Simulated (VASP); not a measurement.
HfO2 (fluorite type):

```
CELL_PARAMETERS angstrom
0.00000 2.46621 2.46621
2.46621 0.00000 2.46621
2.46621 2.46621 0.00000
ATOMIC_POSITIONS crystal
Hf 0.00000 0.00000 0.00000
O 0.25000 0.25000 0.25000
O 0.75000 0.75000 0.75000
```

```yaml
Program: VASP 6.6.1
Task: relaxation of cell and atoms
Functional: PBEsol
Potentials_or_basis: VASP PAW PBE potentials, release 64 (Hf_pv, O)
Cutoff: 600 eV
k_mesh: 11 × 11 × 11
Occupations: fermi-dirac, width 0.1 eV
Spin: no spin polarisation
```

At the start: pressure 15.9 GPa; volume 10.00 Å³/atom.

Task: How do energy, volume and symmetry change on relaxing?

Result: Over 4 steps the energy falls by 25.4 meV/atom and the volume is 10.54 Å³/atom (+5.4 %); space group Fm-3m (No. 225, to 0.1 Å) before and after.

The path:
| step | energy change (eV) | largest force (eV/Å) | pressure (GPa) | volume (Å³) |
| --- | --- | --- | --- | --- |
| 1 | 0.0000 | 0.0000 | 15.89 | 30.00 |
| 2 | 0.1168 | 0.0000 | -19.72 | 34.52 |
| 3 | -0.0763 | 0.0000 | -0.35 | 31.65 |
| 4 | -0.0763 | 0.0000 | -0.04 | 31.62 |

Final structure:
```xyz
3
Lattice="0.0000 2.5097 2.5097 2.5097 0.0000 2.5097 2.5097 2.5097 0.0000" Properties=species:S:1:pos:R:3 pbc="T T T"
Hf    0.0000    0.0000    0.0000
O     1.2549    1.2549    1.2549
O     3.7646    3.7646    3.7646
```

Caveat: the PAW data sets were made with another functional, which shifts forces and pressure a little.
